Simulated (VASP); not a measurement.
# Ge (Fd-3m) in VASP: a series of runs

The runs below take Ge through single point, relaxation of cell and atoms, with LDA.

Everything below comes from runs of VASP 6.6.1. Logs are shortened: lines on timing, memory, paths and dates and some standing lists are left out, and cuts for length are marked.

## 1. The cell of the first run

The structure is cubic, space group Fd-3m (No. 227). Conventional cell: a = 5.785 Å, b = 5.785 Å, c = 5.785 Å, α = 90.00°, β = 90.00°, γ = 90.00°. Ge (site symmetry -43m) has 4 Ge at 2.51 Å within 3.3 Å.

## 2. Single point, LDA (24.20 Å³/atom)

File INCAR:

```
  PREC = Accurate
  ENCUT = 520
  EDIFF = 1E-6
  ISMEAR = 0
  SIGMA = 0.1
  LREAL = False
  LASPH = True
  NELM = 60
  ALGO = Normal
  ISIF = 2
  LWAVE = False
  LCHARG = False
  NBANDS = 21
```

File KPOINTS:

```
regular mesh
0
Gamma
  14 14 14
```

File POSCAR:

```
Ge
1.0
    0.0000000000      2.8926235397      2.8926235397
    2.8926235397      0.0000000000      2.8926235397
    2.8926235397      2.8926235397      0.0000000000
Ge
2
Direct
    0.5000000000      0.5000000000      0.5000000000
    0.7500000000      0.7500000000      0.7500000000
```

Potentials or basis: VASP PAW LDA potentials, release 64 (Ge_d).

Run with:

```console
> cat potpaw_LDA.64/Ge_d/POTCAR > POTCAR
> mpirun -np 1 vasp_std > vasp.out
```

OUTCAR:

```text
PREC = Accurate
   ENCUT = 520
   EDIFF = 1E-6
   ISMEAR = 0
   LREAL = False
   LASPH = True
   NELM = 60
   ISIF = 2

 ion  position               nearest neighbor table
   1  0.500  0.500  0.500-   2 2.51   2 2.51   2 2.51   2 2.51
   2  0.750  0.750  0.750-   1 2.51   1 2.51   1 2.51   1 2.51

  LATTYP: Found a face centered cubic cell.
 ALAT       =     5.7852470794

  Lattice vectors:

 A1 = (   0.0000000000,   2.8926235397,   2.8926235397)
 A2 = (   2.8926235397,   0.0000000000,   2.8926235397)
 A3 = (   2.8926235397,   2.8926235397,   0.0000000000)

Analysis of symmetry for initial positions (statically):
=====================================================================
 Subroutine PRICEL returns:
 Original cell was already a primitive cell.

 Routine SETGRP: Setting up the symmetry group for a
 face centered cubic supercell.

 Subroutine GETGRP returns: Found 48 space group operations
 (whereof 24 operations were pure point group operations)
 out of a pool of 48 trial point group operations.

The static configuration has the point symmetry T_d .
 The point group associated with its full space group is O_h .

Analysis of symmetry for dynamics (positions and initial velocities):
=====================================================================
 Subroutine PRICEL returns:
 Original cell was already a primitive cell.

 Routine SETGRP: Setting up the symmetry group for a
 face centered cubic supercell.

 Subroutine GETGRP returns: Found 48 space group operations
 (whereof 24 operations were pure point group operations)
 out of a pool of 48 trial point group operations.

The dynamic configuration has the point symmetry T_d .
 The point group associated with its full space group is O_h .

 Subroutine INISYM returns: Found 48 space group operations
 (whereof 24 operations are pure point group operations),
 and found     1 'primitive' translations

----------------------------------------------------------------------------------------

                                     Primitive cell

  volume of cell :      48.4067

  direct lattice vectors                    reciprocal lattice vectors
     0.000000000  2.892623540  2.892623540    -0.172853464  0.172853464  0.172853464
     2.892623540  0.000000000  2.892623540     0.172853464 -0.172853464  0.172853464
     2.892623540  2.892623540  0.000000000     0.172853464  0.172853464 -0.172853464

  length of vectors
     4.090787441  4.090787441  4.090787441     0.299390983  0.299390983  0.299390983

  position of ions in fractional coordinates (direct lattice)
     0.500000000  0.500000000  0.500000000
[... 77 lines left out ...]
   NELM   =     60;   NELMIN=  2; NELMDL= -5     # of ELM steps
   EDIFF  = 0.1E-05   stopping-criterion for ELM
   LREAL  =      F    real-space projection
   EDIFFG = 0.1E-04   stopping-criterion for IOM
   NSW    =      0    number of steps for IOM
   IBRION =     -1    ionic relax: 0-MD 1-quasi-New 2-CG
   NFREE  =      0    steps in history (QN), initial steepest desc. (CG)
   ISIF   =      2    stress and relaxation
   ISYM   =      2    0-nonsym 1-usesym 2-fastsym
   POTIM  = 0.5000    time-step for ionic-motion
   TEBEG  =    0.0;   TEEND  =   0.0 temperature during run
   PSTRESS=    0.0 pullay stress
   NELECT =      28.0000    total number of electrons
   NUPDOWN=      -1.0000    fix difference up-down
   EMIN   =  10.00;   EMAX   =-10.00  energy-range for DOS
   EFERMI =   0.00;   METHOD = LEGACY
   ISMEAR =     0;   SIGMA  =   0.10  broadening in eV -4-tet -1-fermi 0-gaus
   EFERMI_NEDOS =   21; number of points for ismear=-14 and -15
   IALGO  =     38    algorithm
   IMIX   =      4    mixing-type and parameters
     AMIX     =   0.40;   BMIX     =  1.00
     AMIX_MAG =   1.60;   BMIX_MAG =  1.00
  volume/ion in A,a.u.               =      24.20       163.33
  Fermi-wavevector in a.u.,A,eV,Ry     =   1.364035  2.577653 25.314893  1.860592
  Thomas-Fermi vector in A             =   2.490386
   LORBIT       =      0    0 simple, 1 ext, 2 COOP (PROOUT), +10 PAW based schemes
   GGA     = CA    functional components
   LHFCALC =     F    Hartree Fock is set to
   AEXX    =    0.0000 exact exchange contribution
   IVDW    =     0    specifies the selected vdW correction
   LEPSILON=     F    determine dielectric tensor
   LRPA    =     F    only Hartree local field effects (RPA)
 non-spin polarized calculation
 Gauss-broadening in eV      SIGMA  =   0.10
  energy-cutoff  :      520.00
  volume of cell :       48.41
 maximum number of plane-waves:      1323
   NGX = 15   NGY = 15   NGZ = 15

 number of electron      27.9999971 magnetization

 Free energy of the ion-electron system (eV)
  ---------------------------------------------------
  ext. energy  EPLUGINS =         0.00000000
  ---------------------------------------------------
  free energy    TOTEN  =       -10.32777884 eV

  energy without entropy =      -10.32700213  energy(sigma->0) =      -10.32739048

 E-fermi :   4.0262     XC(G=0):  -9.9783

 val. band max:        4.0066838850   @ k =   0.4286   0.0000   0.0000
 cond. band min:       4.0934827365   @ k =   0.0000   0.0000   0.0000
 fundamental gap:      0.0867988515
 Fermi energy:         4.0262030419

 k-point     1 :       0.0000    0.0000    0.0000
  band No.  band energies     occupation
      1     -20.7637      2.00000
      2     -20.7637      2.00000
      3     -20.7637      2.00000
      4     -20.7318      2.00000
      5     -20.7318      2.00000
      6     -20.5548      2.00000
[... 565 lines left out ...]
     20      12.9979      0.00000
     21      13.7254      0.00000

 [... further k-points ...]

------------------------ aborting loop because EDIFF is reached ----------------------------------------

  FORCE on cell =-STRESS in cart. coord.  units (eV):
  Direction    XX          YY          ZZ          XY          YZ          ZX
  --------------------------------------------------------------------------------------
  -------------------------------------------------------------------------------------
  Total       -1.4805556     -1.4805556     -1.4805556      0.0000000      0.0000000      0.0000000
  in kB      -49.0037778    -49.0037778    -49.0037778      0.0000000      0.0000000      0.0000000
  external PRESSURE =     -49.0037778 kB  Pullay stress =       0.0000000 kB

 VOLUME and BASIS-vectors are now :
 -----------------------------------------------------------------------------
  energy-cutoff  :      520.00
  volume of cell :       48.41
      direct lattice vectors                 reciprocal lattice vectors
     0.000000000  2.892623540  2.892623540    -0.172853464  0.172853464  0.172853464
     2.892623540  0.000000000  2.892623540     0.172853464 -0.172853464  0.172853464
     2.892623540  2.892623540  0.000000000     0.172853464  0.172853464 -0.172853464

 POSITION                                       TOTAL-FORCE (eV/Angst)
 -----------------------------------------------------------------------------------
      2.89262      2.89262      2.89262        -0.000000      0.000000      0.000000
      4.33894      4.33894      4.33894         0.000000     -0.000000     -0.000000
 -----------------------------------------------------------------------------------
    total drift:                                0.000000     -0.000000     -0.000000

  FREE ENERGIE OF THE ION-ELECTRON SYSTEM (eV)
  ---------------------------------------------------
  free  energy   TOTEN  =       -10.3277788352 eV

  energy  without entropy=      -10.3270021286  energy(sigma->0) =      -10.32739048
```

OSZICAR:

```text
N       E                     dE             d eps       ncg     rms          rms(c)
DAV:   1     0.195499567609E+03    0.19550E+03   -0.14766E+04  4883   0.351E+03
DAV:   2     0.183805585450E+02   -0.17712E+03   -0.17146E+03  4373   0.620E+02
DAV:   3    -0.948553275567E+01   -0.27866E+02   -0.27682E+02  4993   0.145E+02
DAV:   4    -0.104573062595E+02   -0.97177E+00   -0.97123E+00  4913   0.315E+01
DAV:   5    -0.104735265389E+02   -0.16220E-01   -0.16220E-01  4941   0.454E+00    0.299E+00
DAV:   6    -0.103768826793E+02    0.96644E-01   -0.31030E-02  4953   0.167E+00    0.171E+00
DAV:   7    -0.103271366940E+02    0.49746E-01   -0.60635E-02  4618   0.189E+00    0.132E-01
DAV:   8    -0.103277260333E+02   -0.58934E-03   -0.50434E-03  5043   0.856E-01    0.489E-02
DAV:   9    -0.103277809856E+02   -0.54952E-04   -0.78965E-05  4903   0.941E-02    0.113E-02
DAV:  10    -0.103277787990E+02    0.21866E-05   -0.73672E-06  5892   0.346E-02    0.360E-03
DAV:  11    -0.103277788352E+02   -0.36209E-07   -0.68157E-07  3593   0.702E-03
   1 F= -.10327779E+02 E0= -.10327390E+02  d E =-.776707E-03
```

Run time: 85 s. Hardware: 1 thread of Intel Xeon 8259CL, shared host; peak memory 0.2 GiB.

What came out:

```yaml
Free_energy: -10.3278 eV
Pressure: -4.9 GPa
Band_gap_on_the_k_mesh: zero (bands 14 and 15 overlap by 0.13 eV)
```

Levels at points of the mesh, in eV from the Fermi level:
```tsv
k point	band 12	band 13	band 14	band 15	band 16	band 17
(0.00, 0.00, 0.00)	-0.67	0.07	0.07	0.07	2.56	2.56
(0.50, 0.00, 0.00)	-7.28	-1.24	-1.24	-0.06	3.74	3.74
(0.50, 0.50, 0.00)	-8.62	-2.78	-2.78	0.81	0.81	8.93
```

Caveat: the cell stands under tension; semilocal functionals underestimate gaps, and a narrow one can read as zero.

## 3. Relaxation of cell and atoms, LDA

This run uses another cell than the first one, of 22.64 Å³/atom.

File INCAR:

```
PREC = Accurate ; ENCUT = 600
EDIFF = 1E-6 ; ISMEAR = 0
SIGMA = 0.1 ; LREAL = False
LASPH = True ; NELM = 80
ALGO = Normal ; ISIF = 3
LWAVE = False ; LCHARG = False
GGA = CA ; IBRION = 2
NSW = 100 ; EDIFFG = -0.002
```

File KPOINTS:

```
Automatic mesh
0
Gamma
  14 14 14
```

File POSCAR:

```
Ge
1.0
    0.0000000000      2.8287700000      2.8287700000
    2.8287700000      0.0000000000      2.8287700000
    2.8287700000      2.8287700000      0.0000000000
Ge
2
Direct
    0.5000000000      0.5000000000      0.5000000000
    0.7500000000      0.7500000000      0.7500000000
```

Potentials or basis: VASP PAW LDA potentials, release 64 (Ge_d).

Run with:

```console
> cat potpaw_LDA.64/Ge_d/POTCAR > POTCAR
> mpirun -np 1 vasp_std > vasp.out
```

It took 2.9 min on 1 thread of Intel Xeon 8259CL, shared host; peak memory 0.22 GiB.

It converged, with:

```yaml
Free_energy: -10.3922 eV
Relaxed_volume: 22.25 Å³/atom
Relaxed_cell: a = 3.977 Å, b = 3.977 Å, c = 3.977 Å, α = 60.00°, β = 60.00°, γ = 60.00°
Space_group_after_relaxing_to_0.1_Å: Fd-3m (No. 227)
Energy_gained_by_relaxing: 1.4 meV/atom
Ionic_steps: 3
Pressure_after_relaxing: 0.0 GPa
Band_gap_on_the_k_mesh: 0.02 eV
```

The path:
| step | energy change (eV) | largest force (eV/Å) | pressure (GPa) | volume (Å³) |
| --- | --- | --- | --- | --- |
| 1 | 0.0000 | 0.0000 | -1.12 | 45.27 |
| 2 | -0.0024 | 0.0000 | 0.29 | 44.24 |
| 3 | -0.0027 | 0.0000 | 0.00 | 44.49 |

Final structure:
```
Ge
1.0
     0.00000    2.81245    2.81245
     2.81245    0.00000    2.81245
     2.81245    2.81245    0.00000
Ge
2
Direct
  0.50000 0.50000 0.50000
  0.75000 0.75000 0.75000
```

Levels at points of the mesh, in eV from the valence-band top:
```
           k point  band 10  band 11  band 12  band 13  band 14  band 15  band 16  band 17  band 18
(0.00, 0.00, 0.00)   -24.69   -12.94     0.00     0.00     0.00     0.02     2.54     2.54     2.54
(0.50, 0.00, 0.00)   -24.66   -10.81    -7.72    -1.43    -1.43     0.12     3.73     3.73     6.98
(0.50, 0.50, 0.00)   -24.65    -8.99    -8.99    -3.14    -3.14     0.64     0.64     9.55     9.55
```

Caveat: the smearing spreads over this small gap; semilocal functionals underestimate gaps, and a narrow one can read as zero. Zero-point motion and thermal expansion aren't in these numbers.

The gap in the log of VASP goes by the Fermi energy; the results here count the filled bands.